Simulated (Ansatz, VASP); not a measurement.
## Mo16F in VASP and in Ansatz

```
Mo F
1.0
     6.30000    0.00000    0.00000
     0.00000    6.30000    0.00000
     0.00000    0.00000    6.30000
Mo F
16 1
Direct
  0.97074 0.97558 0.99989
  0.52762 0.97580 0.99988
  0.99665 0.50178 0.99988
  0.99778 0.99820 0.49988
  0.24934 0.27446 0.27831
  0.50190 0.50184 0.99988
  0.50080 0.99823 0.49988
  0.74931 0.25196 0.25139
  0.99481 0.50401 0.49987
  0.24929 0.74839 0.25251
  0.24934 0.27449 0.72141
  0.50377 0.50402 0.49987
  0.74927 0.74619 0.25436
  0.74932 0.25197 0.74837
  0.24929 0.74840 0.74724
  0.74927 0.74619 0.74540
  0.24910 0.12509 0.99985
```

Alike in both runs: functional PBE; k mesh 2 × 2 × 2; occupations fermi-dirac, width 0.15 eV; no spin polarisation.

Ansatz relaxed the structure, and its values are those at the end. VASP's run is a single point on that final structure, the one shown.

```csv
,VASP,Ansatz
version,VASP 6.6.1,Ansatz 0.2.0
potentials or method,"VASP PAW PBE potentials, release 64 (Mo_sv, F), cutoff 520 eV","scalar-relativistic, plane waves, PAW"
valence electrons in the cell,231,231
```

```csv
,VASP,Ansatz,Ansatz less VASP
rms of the force components (eV/Å),0.030,0.027,-0.0030
```

The k mesh is coarse, so the values compare programs but aren't converged.
